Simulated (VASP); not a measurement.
Wanted: the native input for a VASP 6.6.1 run.

```yaml
Task: single point
Functional: PBEsol
Potentials_or_basis: VASP PAW PBE potentials, release 64 (Si, Co)
Cutoff: 520 eV
k_mesh: 8 × 8 × 8
Occupations: gaussian, width 0.1 eV
Spin: collinear spin, ferromagnetic start
Starting_moments: "[0.0, 0.81] μB"
Dipole_correction: no
Further_INCAR_settings: ALGO = Normal; EDIFF = 1e-06; NBANDS = 18
```

The structure of CoSi lies in POSCAR:

```
CoSi
1.0
    1.8860223825     -1.8860123325      0.0000000000
    1.8860223825      1.8860123325      0.0000000000
    0.0000000000      0.0000000000      2.9274060450
Si Co
1 1
Direct
    0.0000000000      0.0000000000      0.0000000000
    0.5000000000      0.5000000000      0.5000000000
```

The input as run:

INCAR

```
ALGO = Normal
EDIFF = 1E-6
ENCUT = 520
GGA = PS
ISIF = 2
ISMEAR = 0
ISPIN = 2
LASPH = T
LCHARG = F
LMAXMIX = 4
LORBIT = 11
LREAL = F
LWAVE = F
MAGMOM = 0 0.81
NBANDS = 18
NELM = 150
PREC = Accurate
SIGMA = 0.1
```

KPOINTS

```
k-points
0
Gamma
  8 8 8
```

Potentials or basis: VASP PAW PBE potentials, release 64 (Si, Co).

Command:

```sh
$ cat potpaw_PBE.64/Si/POTCAR potpaw_PBE.64/Co/POTCAR > POTCAR
$ mpirun -np 1 vasp_std > vasp.out
```

Results of the run:

```yaml
Pressure: 0.2 GPa
Net_moment: 0.40 μB per cell
Site_moments: Si +0.01; Co +0.41 μB
Valence_electrons_inside_the_program's_atomic_spheres: Si 1.59; Co 8.70
```

Caveat: the PAW data sets were made with another functional, which shifts forces and pressure a little.

Run time: 26 s on 1 thread of Intel(R) Xeon(R) Platinum 8488C (Sapphire Rapids), on a shared host, peak memory 0.16 GiB.
